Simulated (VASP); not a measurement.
A run of VASP 6.6.1 is set up as follows.

File INCAR:

```
PREC = Accurate
ENCUT = 520
EDIFF = 1E-6
ISMEAR = 0
SIGMA = 0.05
LREAL = False
LASPH = True
NELM = 100
ALGO = Normal
ISIF = 2
LWAVE = False
LCHARG = True
GGA = PS
LELF = True
LVHAR = True
NBANDS = 28
```

The input KPOINTS:

```
regular mesh
0
Gamma
  8 6 8
```

Contents of POSCAR:

```
SnO
1.0
    3.3156061815      0.0000000000      0.0000000000
    0.0000000000      5.7049851891      0.0000000000
    0.0000000000      0.0000000000      3.8941648049
Sn O
2 2
Direct
    0.0000000000      0.2337892808      0.5261742991
    0.5000000000      0.7662107192      0.0261742991
    0.0799748307      0.8388768760      0.7238267009
    0.5799748307      0.0681640596      0.2238267009
```

Potentials or basis: VASP PAW PBE potentials, release 64 (Sn_d, O).

The run is started by

```sh
$ cat potpaw_PBE.64/Sn_d/POTCAR potpaw_PBE.64/O/POTCAR > POTCAR
$ mpirun -np 1 vasp_std > vasp.out
```

Question: What does it give for the pressure?

Answer: 7.0 GPa.

Question: What does it give for the band gap on the k mesh?

Answer: 0.85 eV (least direct gap 1.18 eV).

Forces in eV/Å, atoms in the order of the input:
```
Sn   0.733 -0.721  0.075
Sn   2.700 -4.484  1.244
O   -3.018  1.984 -2.235
O   -0.415  3.221  0.916
```

Caveat: the cell differs from its parent crystal (all O atoms moved +0.375 Å, as atom 3 along Cartesian [1 -1 0]); the cell stands under pressure; the PAW data sets were made with another functional, which shifts forces and pressure a little; spin-orbit coupling is left out, which moves the levels of the heavy elements. A k mesh can miss the band edges.
